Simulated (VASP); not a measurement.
# Zn (Fm-3m) in VASP: further runs, part 2 of 2

VASP 6.6.1.

## Step 4: Single point, PBE (equal strain along all axes, cell held: +2.0 %)

File INCAR:

```
SYSTEM = Zn
  PREC = Accurate
  ENCUT = 520
  EDIFF = 1E-6
  ISMEAR = 0
  SIGMA = 0.1
  LREAL = .FALSE.
  LASPH = .TRUE.
  NELM = 80
  ALGO = Fast
  ISIF = 2
  LWAVE = .FALSE.
  LCHARG = .FALSE.
  GGA = PE
  NBANDS = 19
```

File KPOINTS:

```
regular mesh
0
G
  16 16 10
  0 0 0
```

File POSCAR:

```
Zn
1.0
    2.0036915685      2.0036915685      0.0000000000
   -2.0036915685      2.0036915685      0.0000000000
    0.0000000000      0.0000000000      4.0073831371
Zn
2
Direct
    0.0000000000      0.0000000000      0.0000000000
    0.5000000000      0.5000000000      0.5000000000
```

Potentials or basis: VASP PAW PBE potentials, release 64 (Zn).

Command:

```
> cat potpaw_PBE.64/Zn/POTCAR > POTCAR
> mpirun -np 1 vasp_std > vasp.out
```

OUTCAR:

```text
SYSTEM = Zn
   PREC = Accurate
   ENCUT = 520
   EDIFF = 1E-6
   ISMEAR = 0
   LREAL = .FALSE.
   LASPH = .TRUE.
   NELM = 80
   ISIF = 2
   GGA = PE

 ion  position               nearest neighbor table
   1  0.000  0.000  0.000-   2 2.83   2 2.83   2 2.83   2 2.83   2 2.83   2 2.83   2 2.83   2 2.83

   2  0.500  0.500  0.500-   1 2.83   1 2.83   1 2.83   1 2.83   1 2.83   1 2.83   1 2.83   1 2.83

  LATTYP: Found a simple tetragonal cell.
 ALAT       =     2.8336477910
 C/A-ratio  =     1.4142135624

  Lattice vectors:

 A1 = (   2.0036915685,   2.0036915685,   0.0000000000)
 A2 = (  -2.0036915685,   2.0036915685,   0.0000000000)
 A3 = (   0.0000000000,   0.0000000000,   4.0073831371)

Analysis of symmetry for initial positions (statically):
=====================================================================
 Subroutine PRICEL returns following result:

  LATTYP: Found a face centered cubic cell.
 ALAT       =     4.0073831371

  Lattice vectors:

 A1 = (   0.0000000000,  -2.0036915685,  -2.0036915686)
 A2 = (   2.0036915685,   0.0000000000,  -2.0036915685)
 A3 = (   2.0036915685,  -2.0036915685,   0.0000000000)

   2 primitive cells build up your supercell.
[... 177 lines left out ...]

  energy without entropy =       -2.14933713  energy(sigma->0) =       -2.15123572

 E-fermi :   2.6295     XC(G=0): -11.2720

 val. band max:        2.6047677460   @ k =   0.2500   0.1250   0.1000
 cond. band min:       2.6353090911   @ k =   0.3750   0.0625   0.4000
 fundamental gap:      0.0305413451
 Fermi energy:         2.6294656915

 k-point     1 :       0.0000    0.0000    0.0000
  band No.  band energies     occupation
      1      -7.2177      2.00000
      2      -5.3955      2.00000
      3      -5.3368      2.00000
      4      -4.7947      2.00000
      5      -4.7942      2.00000
      6      -4.7942      2.00000
[... 505 lines left out ...]
      6      -4.8571      2.00000
[... 11 lines left out ...]
     18      12.9407      0.00000
     19      21.1347      0.00000

 [... further k-points ...]

------------------------ aborting loop because EDIFF is reached ----------------------------------------

  FORCE on cell =-STRESS in cart. coord.  units (eV):
  Direction    XX          YY          ZZ          XY          YZ          ZX
  --------------------------------------------------------------------------------------
  -------------------------------------------------------------------------------------
  Total       -0.7511233     -0.7511233     -0.6405718      0.0000000     -0.0000000     -0.0000000
  in kB      -37.3997939    -37.3997939    -31.8952365      0.0000000     -0.0000000     -0.0000000
  external PRESSURE =     -35.5649414 kB  Pullay stress =       0.0000000 kB

 VOLUME and BASIS-vectors are now :
 -----------------------------------------------------------------------------
  energy-cutoff  :      520.00
  volume of cell :       32.18
      direct lattice vectors                 reciprocal lattice vectors
     2.003691568  2.003691568  0.000000000     0.249539404  0.249539404  0.000000000
    -2.003691568  2.003691568  0.000000000    -0.249539404  0.249539404  0.000000000
     0.000000000  0.000000000  4.007383137     0.000000000  0.000000000  0.249539404

 POSITION                                       TOTAL-FORCE (eV/Angst)
 -----------------------------------------------------------------------------------
      0.00000      0.00000      0.00000        -0.000000     -0.000000      0.000000
      0.00000      2.00369      2.00369         0.000000      0.000000      0.000000
 -----------------------------------------------------------------------------------
    total drift:                               -0.000000      0.000000     -0.000000

  FREE ENERGIE OF THE ION-ELECTRON SYSTEM (eV)
  ---------------------------------------------------
  free  energy   TOTEN  =        -2.1531343083 eV

  energy  without entropy=       -2.1493371280  energy(sigma->0) =       -2.15123572
```

Run time: 2.9 min. Hardware: 1 thread of AMD EPYC 7R13, shared host; peak memory 0.22 GiB.

What came out:

* Free energy: -2.1531 eV
* Pressure: -3.6 GPa
* Band gap on the k mesh: zero (bands 12 and 13 overlap by 3.69 eV)

Caveat: the cell differs from its parent crystal (equal strain along all axes, cell held: +2.0 %); the cell stands under tension.

## Step 5: Single point, PBE (equal strain along all axes, cell held: +3.0 %)

File INCAR:

```
  ALGO = Fast
  EDIFF = 1E-6
  ENCUT = 520
  GGA = PE
  ISIF = 2
  ISMEAR = 0
  LASPH = T
  LCHARG = F
  LREAL = F
  LWAVE = F
  NBANDS = 19
  NELM = 60
  PREC = Accurate
  SIGMA = 0.1
```

File KPOINTS:

```
k-points
0
Gamma
  16 16 10
```

File POSCAR:

```
Zn
1.0
    2.0233356035      2.0233356035      0.0000000000
   -2.0233356035      2.0233356035      0.0000000000
    0.0000000000      0.0000000000      4.0466712070
Zn
2
Direct
    0.0000000000      0.0000000000      0.0000000000
    0.5000000000      0.5000000000      0.5000000000
```

Potentials or basis: VASP PAW PBE potentials, release 64 (Zn).

Command:

```
> cat potpaw_PBE.64/Zn/POTCAR > POTCAR
> mpirun -np 1 vasp_std > vasp.out
```

OUTCAR:

```text
EDIFF = 1E-6
   ENCUT = 520
   GGA = PE
   ISIF = 2
   ISMEAR = 0
   LASPH = T
   LREAL = F
   NELM = 60
   PREC = Accurate

 ion  position               nearest neighbor table
   1  0.000  0.000  0.000-   2 2.86   2 2.86   2 2.86   2 2.86   2 2.86   2 2.86   2 2.86   2 2.86

   2  0.500  0.500  0.500-   1 2.86   1 2.86   1 2.86   1 2.86   1 2.86   1 2.86   1 2.86   1 2.86

  LATTYP: Found a simple tetragonal cell.
 ALAT       =     2.8614286517
 C/A-ratio  =     1.4142135624

  Lattice vectors:

 A1 = (   2.0233356035,   2.0233356035,   0.0000000000)
 A2 = (  -2.0233356035,   2.0233356035,   0.0000000000)
 A3 = (   0.0000000000,   0.0000000000,   4.0466712070)

Analysis of symmetry for initial positions (statically):
=====================================================================
 Subroutine PRICEL returns following result:

  LATTYP: Found a face centered cubic cell.
 ALAT       =     4.0466712070

  Lattice vectors:

 A1 = (   0.0000000000,  -2.0233356035,  -2.0233356035)
 A2 = (   2.0233356035,   0.0000000000,  -2.0233356035)
 A3 = (   2.0233356035,  -2.0233356035,   0.0000000000)

   2 primitive cells build up your supercell.

 Routine SETGRP: Setting up the symmetry group for a
 simple tetragonal supercell.

 Subroutine GETGRP returns: Found 16 space group operations
 (whereof 16 operations were pure point group operations)
 out of a pool of 16 trial point group operations.

The static configuration has the point symmetry D_4h.

Analysis of symmetry for dynamics (positions and initial velocities):
=====================================================================
 Subroutine PRICEL returns following result:

  LATTYP: Found a face centered cubic cell.
 ALAT       =     4.0466712070

  Lattice vectors:

 A1 = (   0.0000000000,  -2.0233356035,  -2.0233356035)
 A2 = (   2.0233356035,   0.0000000000,  -2.0233356035)
 A3 = (   2.0233356035,  -2.0233356035,   0.0000000000)

   2 primitive cells build up your supercell.

 Routine SETGRP: Setting up the symmetry group for a
 simple tetragonal supercell.

 Subroutine GETGRP returns: Found 16 space group operations
 (whereof 16 operations were pure point group operations)
 out of a pool of 16 trial point group operations.

The dynamic configuration has the point symmetry D_4h.

 Subroutine INISYM returns: Found 16 space group operations
 (whereof 16 operations are pure point group operations),
 and found     2 'primitive' translations

----------------------------------------------------------------------------------------

                                     Primitive cell

  volume of cell :      16.5666

  direct lattice vectors                    reciprocal lattice vectors
     0.000000000 -2.023335604 -2.023335603    -0.247116691 -0.247116691 -0.247116691
     2.023335604  0.000000000 -2.023335603     0.247116691  0.247116691 -0.247116691
     2.023335604 -2.023335604  0.000000000     0.247116691 -0.247116691  0.247116691

  length of vectors
     2.861428652  2.861428652  2.861428652     0.428018665  0.428018665  0.428018665

  position of ions in fractional coordinates (direct lattice)
[... 25 lines left out ...]
     0.000000000  0.000000000  0.000000000

 Subroutine IBZKPT returns following result:
 ===========================================

 Found    270 irreducible k-points:

 Following reciprocal coordinates:
            Coordinates               Weight
  0.000000  0.000000  0.000000      1.000000
  0.062500  0.000000  0.000000      4.000000
  0.125000  0.000000  0.000000      4.000000
  0.187500  0.000000  0.000000      4.000000
  0.250000  0.000000  0.000000      4.000000
  0.312500  0.000000  0.000000      4.000000
[... 16 lines left out ...]
  0.437500  0.125000  0.000000      8.000000
  0.500000  0.125000  0.000000      4.000000
 [... further k-points ...]
   k-points           NKPTS =    270   k-points in BZ     NKDIM =    270   number of bands    NBANDS=     19
   number of dos      NEDOS =    301   number of ions     NIONS =      2
   total plane-waves  NPLWV =  17280
   dimension x,y,z NGX =    24 NGY =   24 NGZ =   30
   dimension x,y,z NGXF=    48 NGYF=   48 NGZF=   60
   ions per type =               2
   NGX,Y,Z   is equivalent  to a cutoff of  13.94, 13.94, 12.32 a.u.
   NGXF,Y,Z  is equivalent  to a cutoff of  27.89, 27.89, 24.65 a.u.
 SYSTEM =  unknown system
   PREC   = accura    normal or accurate (medium, high low for compatibility)
   ISTART =      0    job   : 0-new  1-cont  2-samecut
   ICHARG =      2    charge: 1-file 2-atom 10-const
   ISPIN  =      1    spin polarized calculation?
   LNONCOLLINEAR =      F non collinear calculations
   LSORBIT =      F    spin-orbit coupling
   LASPH  =      T    aspherical Exc in radial PAW
   ENCUT  =  520.0 eV  38.22 Ry    6.18 a.u.   5.32  5.32  7.52*2*pi/ulx,y,z
   NELM   =     60;   NELMIN=  2; NELMDL= -5     # of ELM steps
   EDIFF  = 0.1E-05   stopping-criterion for ELM
   LREAL  =      F    real-space projection
   EDIFFG = 0.1E-04   stopping-criterion for IOM
   NSW    =      0    number of steps for IOM
   IBRION =     -1    ionic relax: 0-MD 1-quasi-New 2-CG
   NFREE  =      0    steps in history (QN), initial steepest desc. (CG)
   ISIF   =      2    stress and relaxation
   ISYM   =      2    0-nonsym 1-usesym 2-fastsym
   POTIM  = 0.5000    time-step for ionic-motion
   TEBEG  =    0.0;   TEEND  =   0.0 temperature during run
   PSTRESS=    0.0 pullay stress
   NELECT =      24.0000    total number of electrons
   NUPDOWN=      -1.0000    fix difference up-down
   EMIN   =  10.00;   EMAX   =-10.00  energy-range for DOS
   EFERMI =   0.00;   METHOD = LEGACY
   ISMEAR =     0;   SIGMA  =   0.10  broadening in eV -4-tet -1-fermi 0-gaus
   EFERMI_NEDOS =   21; number of points for ismear=-14 and -15
   IALGO  =     68    algorithm
   IMIX   =      4    mixing-type and parameters
     AMIX     =   0.40;   BMIX     =  1.00
     AMIX_MAG =   1.60;   BMIX_MAG =  1.00
  volume/ion in A,a.u.               =      16.57       111.80
  Fermi-wavevector in a.u.,A,eV,Ry     =   1.470248  2.778366 29.410759  2.161630
  Thomas-Fermi vector in A             =   2.585528
   LORBIT       =      0    0 simple, 1 ext, 2 COOP (PROOUT), +10 PAW based schemes
   GGA     = PE    functional components
   LHFCALC =     F    Hartree Fock is set to
   AEXX    =    0.0000 exact exchange contribution
   IVDW    =     0    specifies the selected vdW correction
   LEPSILON=     F    determine dielectric tensor
   LRPA    =     F    only Hartree local field effects (RPA)
 non-spin polarized calculation
 RMM-DIIS sequential band-by-band and
 Gauss-broadening in eV      SIGMA  =   0.10
  energy-cutoff  :      520.00
  volume of cell :       33.13
 maximum number of plane-waves:       912
 NGX is ok and might be reduce to    24
   NGX = 11   NGY = 11   NGZ = 15

 number of electron      24.0000018 magnetization

 Free energy of the ion-electron system (eV)
  ---------------------------------------------------
  ext. energy  EPLUGINS =         0.00000000
  ---------------------------------------------------
  free energy    TOTEN  =        -2.12951699 eV

  energy without entropy =       -2.12577647  energy(sigma->0) =       -2.12764673

 E-fermi :   2.4319     XC(G=0): -11.1228

 val. band max:        2.4229285720   @ k =   0.3750   0.0625   0.4000
 cond. band min:       2.4322540495   @ k =   0.3125   0.2500   0.2000
 fundamental gap:      0.0093254776
 Fermi energy:         2.4318650351

 k-point     1 :       0.0000    0.0000    0.0000
  band No.  band energies     occupation
      1      -7.1905      2.00000
      2      -5.4818      2.00000
      3      -5.4314      2.00000
      4      -4.9209      2.00000
      5      -4.9203      2.00000
      6      -4.9203      2.00000
[... 505 lines left out ...]
      6      -4.9724      2.00000
[... 11 lines left out ...]
     18      12.5508      0.00000
     19      20.5890      0.00000

 [... further k-points ...]

------------------------ aborting loop because EDIFF is reached ----------------------------------------

  FORCE on cell =-STRESS in cart. coord.  units (eV):
  Direction    XX          YY          ZZ          XY          YZ          ZX
  --------------------------------------------------------------------------------------
  -------------------------------------------------------------------------------------
  Total       -1.0393348     -1.0393348     -0.9176989      0.0000000      0.0000000      0.0000000
  in kB      -50.2576620    -50.2576620    -44.3758874      0.0000000      0.0000000      0.0000000
  external PRESSURE =     -48.2970705 kB  Pullay stress =       0.0000000 kB

 VOLUME and BASIS-vectors are now :
 -----------------------------------------------------------------------------
  energy-cutoff  :      520.00
  volume of cell :       33.13
      direct lattice vectors                 reciprocal lattice vectors
     2.023335604  2.023335604  0.000000000     0.247116691  0.247116691  0.000000000
    -2.023335604  2.023335604  0.000000000    -0.247116691  0.247116691  0.000000000
     0.000000000  0.000000000  4.046671207     0.000000000  0.000000000  0.247116691

 POSITION                                       TOTAL-FORCE (eV/Angst)
 -----------------------------------------------------------------------------------
      0.00000      0.00000      0.00000         0.000000     -0.000000      0.000000
      0.00000      2.02334      2.02334        -0.000000      0.000000     -0.000000
 -----------------------------------------------------------------------------------
    total drift:                               -0.000000      0.000000     -0.000000

  FREE ENERGIE OF THE ION-ELECTRON SYSTEM (eV)
  ---------------------------------------------------
  free  energy   TOTEN  =        -2.1295169900 eV

  energy  without entropy=       -2.1257764702  energy(sigma->0) =       -2.12764673
```

OSZICAR:

```text
N       E                     dE             d eps       ncg     rms          rms(c)
DAV:   1     0.113236115802E+03    0.11324E+03   -0.12495E+04 10556   0.196E+03
DAV:   2     0.292776773575E+01   -0.11031E+03   -0.10690E+03 10319   0.293E+02
DAV:   3    -0.225207834226E+01   -0.51798E+01   -0.51560E+01 11380   0.694E+01
DAV:   4    -0.228475347818E+01   -0.32675E-01   -0.32667E-01 11300   0.572E+00
DAV:   5    -0.228480037801E+01   -0.46900E-04   -0.46899E-04 11082   0.195E-01    0.322E+00
RMM:   6    -0.213825428083E+01    0.14655E+00   -0.58207E-01 11591   0.895E+00    0.264E+00
RMM:   7    -0.213291169391E+01    0.53426E-02   -0.16076E-02 12112   0.180E+00    0.131E+00
RMM:   8    -0.212952463926E+01    0.33871E-02   -0.50138E-03 11134   0.631E-01    0.911E-02
RMM:   9    -0.212956091159E+01   -0.36272E-04   -0.15491E-03 12391   0.563E-01    0.978E-02
RMM:  10    -0.212951525354E+01    0.45658E-04   -0.28827E-04 12161   0.185E-01    0.135E-02
RMM:  11    -0.212951683651E+01   -0.15830E-05   -0.16619E-05 12076   0.519E-02    0.226E-03
RMM:  12    -0.212951698997E+01   -0.15346E-06   -0.53056E-07  7066   0.872E-03
   1 F= -.21295170E+01 E0= -.21276467E+01  d E =-.374052E-02
```

It took 2.6 min on 1 thread of AMD EPYC 7R13, shared host; peak memory 0.22 GiB.

What came out:

- Free energy: -2.1295 eV
- Pressure: -4.8 GPa
- Band gap on the k mesh: zero (bands 12 and 13 overlap by 3.72 eV)

Caveat: the cell differs from its parent crystal (equal strain along all axes, cell held: +3.0 %); the cell stands under tension.

## Step 6: The runs side by side

| cell | gap on the mesh (eV) | pressure (GPa) |
| --- | --- | --- |
| a = 2.778, b = 2.778, c = 3.929 Å, 2 atoms | none | -0.1 |
| a = 2.806, b = 2.806, c = 3.968 Å, 2 atoms | none | -2.0 |
| a = 2.834, b = 2.834, c = 4.007 Å, 2 atoms | none | -3.6 |
| a = 2.861, b = 2.861, c = 4.047 Å, 2 atoms | none | -4.8 |

Alike in all rows: task single point; level PBE; potentials or basis VASP PAW PBE potentials, release 64 (Zn); no spin polarisation; k mesh 16 × 16 × 10; cutoff (eV) 520; smearing gaussian 0.1 eV.

Caveats: the cell stands under tension (at least some runs).

Total energies depend on the potentials used, so only differences within one code and one set of settings carry meaning.
